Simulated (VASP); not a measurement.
Set up this calculation in VASP 6.6.1, as the native input.

* Task: single point
* Functional: PBE
* Potentials or basis: VASP PAW PBE potentials, release 64 (Si, O)
* Cutoff: 520 eV
* k mesh: 6 × 6 × 10
* Occupations: fermi-dirac, width 0.02 eV
* Spin: no spin polarisation
* Dipole correction: no
* Further INCAR settings: ALGO = Normal; EDIFF = 1e-07; NBANDS = 25

The structure of SiO2 (Stishovite) lies in POSCAR:

```
SiO2
1.0
    4.1851894810      0.0000000000      0.0000000000
    0.0000000000      4.1851894810      0.0000000000
    0.0000000000      0.0000000000      2.7190137531
Si O
2 4
Direct
    0.0000000000      0.0000000000      0.0000000000
    0.5000000000      0.5000000000      0.5000000000
    0.3060178159      0.3060178159      0.0000000000
    0.1939821841      0.8060178159      0.5000000000
    0.6939821841      0.6939821841      0.0000000000
    0.8060178159      0.1939821841      0.5000000000
```

This cell differs from its parent crystal: uniaxial z strain +1.9%.

The input as run:

INCAR

```
PREC     = Accurate       # precision mode
ENCUT    = 520            # plane-wave cutoff, eV
EDIFF    = 1E-7           # SCF threshold, eV
ISMEAR   = -1             # smearing method
SIGMA    = 0.02           # smearing width, eV
LREAL    = F              # projectors in reciprocal space
LASPH    = T              # aspherical terms in the spheres
NELM     = 100            # most SCF steps
ALGO     = Normal         # electronic algorithm
ISIF     = 2              # what is computed and relaxed
LWAVE    = F              # write WAVECAR
LCHARG   = T              # write CHGCAR
GGA      = PE             # functional
LELF     = T              # ELF
LVHAR    = T            
NBANDS   = 25             # bands
```

KPOINTS

```
Automatic mesh
0
Gamma
  6 6 10
```

Potentials or basis: VASP PAW PBE potentials, release 64 (Si, O).

The run is started by

```console
$ cat potpaw_PBE.64/Si/POTCAR potpaw_PBE.64/O/POTCAR > POTCAR
$ mpirun -np 1 vasp_std > vasp.out
```

It gave:

- Pressure: 2.8 GPa
- Largest force: 0.074 eV/Å
- Band gap on the k mesh: 5.14 eV, direct

Caveat: the cell differs from its parent crystal (uniaxial z strain +1.9%).

Run time: 100 s on 1 thread of AMD EPYC 7R43 64-Core Processor (Zen 3), on a shared host, peak memory 0.14 GiB.
